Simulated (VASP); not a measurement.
Wanted: the native input for a VASP 6.6.1 run.

```
Task                   : single point
Functional             : r2SCAN
Potentials or basis    : VASP PAW PBE potentials, release 64 (Si, C)
Cutoff                 : 520 eV
k mesh                 : 12 × 12 × 2
Occupations            : gaussian, width 0.02 eV
Spin                   : no spin polarisation
Dipole correction      : no
Further INCAR settings : LREAL = Auto; ALGO = Normal; EDIFF = 1e-07; NBANDS = 46
```

The system is SiC.

```
Si C
1.0
     3.17809    0.00000    0.00000
    -1.58904    2.75230    0.00000
     0.00000    0.00000   20.79004
Si C
8 8
Cartesian
  0.0000 1.8349 5.1990
  1.5890 0.9174 15.5941
  0.0000 1.8349 12.9936
  1.5890 0.9174 2.5986
  0.0000 0.0000 0.0021
  0.0000 0.0000 10.3971
  0.0000 1.8349 18.1957
  1.5890 0.9174 7.8007
  0.0000 1.8349 20.1442
  1.5890 0.9174 9.7492
  0.0000 0.0000 1.9512
  0.0000 0.0000 12.3462
  0.0000 1.8349 7.1545
  1.5890 0.9174 17.5496
  0.0000 1.8349 14.9418
  1.5890 0.9174 4.5467
```

This cell differs from its parent crystal: volume scaled by 1.10, then relaxed in part.

These files were run (other wordings do the same):

POSCAR

```
SiC
1.0
    3.1780869429      0.0000000000      0.0000000000
   -1.5890434715      2.7523040279      0.0000000000
    0.0000000000      0.0000000000     20.7900448196
Si C
8 8
Direct
    0.3333333333      0.6666666667      0.2500735043
    0.6666666667      0.3333333333      0.7500735043
    0.3333333333      0.6666666667      0.6249929349
    0.6666666667      0.3333333333      0.1249929349
    0.0000000000      0.0000000000      0.0001018361
    0.0000000000      0.0000000000      0.5001018361
    0.3333333333      0.6666666667      0.8752144050
    0.6666666667      0.3333333333      0.3752144050
    0.3333333333      0.6666666667      0.9689338757
    0.6666666667      0.3333333333      0.4689338757
    0.0000000000      0.0000000000      0.0938528395
    0.0000000000      0.0000000000      0.5938528395
    0.3333333333      0.6666666667      0.3441327601
    0.6666666667      0.3333333333      0.8441327601
    0.3333333333      0.6666666667      0.7186978443
    0.6666666667      0.3333333333      0.2186978443
```

INCAR.step1

```
ALGO = Normal
EDIFF = 1E-4
ENCUT = 520
GGA = PE
ISMEAR = 0
LASPH = T
LCHARG = F
LREAL = Auto
LWAVE = T
NBANDS = 46
NELM = 80
PREC = Accurate
SIGMA = 0.02
```

INCAR.step2

```
ALGO = Normal
EDIFF = 1E-7
ENCUT = 520
ISIF = 2
ISMEAR = 0
ISTART = 1
LASPH = T
LCHARG = T
LELF = T
LMIXTAU = T
LREAL = Auto
LVHAR = T
LWAVE = F
METAGGA = R2SCAN
NBANDS = 46
NELM = 80
PREC = Accurate
SIGMA = 0.02
```

KPOINTS

```
k-points
0
Gamma
  12 12 2
```

Potentials or basis: VASP PAW PBE potentials, release 64 (Si, C).

Launch:

```console
$ cat potpaw_PBE.64/Si/POTCAR potpaw_PBE.64/C/POTCAR > POTCAR
$ cp INCAR.step1 INCAR
$ mpirun -np 1 vasp_std > vasp.out
$ cp INCAR.step2 INCAR
$ mpirun -np 1 vasp_std > vasp.out
```

It gave:

```json
{
 "Pressure": "-18.1 GPa",
 "Largest force": "0.006 eV/Å",
 "Band gap on the k mesh": "2.15 eV, indirect (least direct gap 3.27 eV)"
}
```

Caveat: the PAW data sets were made with another functional, which shifts forces and pressure a little.

Run time: 11 min on 1 thread of Intel(R) Xeon(R) 6975P-C (Granite Rapids) (shared host), peak memory 0.42 GiB.
